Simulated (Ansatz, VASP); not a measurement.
Two plane-wave programs on AlCo

INCAR

```
ALGO = Fast ; EDIFF = 1E-7
ENCUT = 520 ; GGA = PS
ISIF = 2 ; ISMEAR = 0
LASPH = T ; LCHARG = F
LREAL = F ; LWAVE = F
NBANDS = 13 ; NELM = 80
PREC = Accurate ; SIGMA = 0.15
```

KPOINTS

```
k-points
0
Gamma
  18 18 18
```

The input POSCAR:

```
AlCo
1.0
    2.9135424634      0.5512107363      0.5512107363
    0.5512107363      2.9135424634      0.5512107363
    0.5512107363      0.5512107363      2.9135424634
Al Co
1 1
Direct
    0.0000000000      0.0000000000      0.0000000000
    0.5000000000      0.5000000000      0.5000000000
```

Input for Ansatz:

```yaml
crystal:
  lattice:
    - [2.9135424634, 0.5512107363, 0.5512107363]
    - [0.5512107363, 2.9135424634, 0.5512107363]
    - [0.5512107363, 0.5512107363, 2.9135424634]
  atoms:
    - { symbol: Al, position: [0.0, 0.0, 0.0] }
    - { symbol: Co, position: [0.5, 0.5, 0.5] }
basis:
  ecutwfc: 420
kpoints:
  mp_grid: { grid: [18, 18, 18] }
hamiltonian:
  xc: pbesol
scf:
  occupations: { method: gaussian, width: 0.15 }
output:
  forces: true
  stress: true
  eigenvalues: true
  write_density: true
  write_potential: true
  elf: true
  volumetric_format: npy
```

Alike in both runs: task single point; functional PBEsol; k mesh 18 × 18 × 18; occupations gaussian, width 0.15 eV; no spin polarisation.

```csv
,VASP,Ansatz
version,VASP 6.6.1,Ansatz 0.2.0
potentials or method,"VASP PAW PBE potentials, release 64 (Al, Co), cutoff 520 eV","scalar-relativistic, plane waves, PAW"
valence electrons in the cell,12,20
```

|  | VASP | Ansatz | Ansatz less VASP |
| --- | --- | --- | --- |
| gap on the k mesh at the Fermi level (eV) | none | none | - |
| pressure (GPa) | 27.9 | 27.6 | -0.29 |
| traceless stress, the component that is largest in VASP (GPa) | -11.68 | -11.69 | -0.015 |

VASP's potentials were made for PBE, not for PBEsol. A gap of «none» marks a metal or a gap that the smearing closes. VASP's potentials hold 12 valence electrons a cell and Ansatz's 20, so a difference there can come from the potentials and not from the codes.
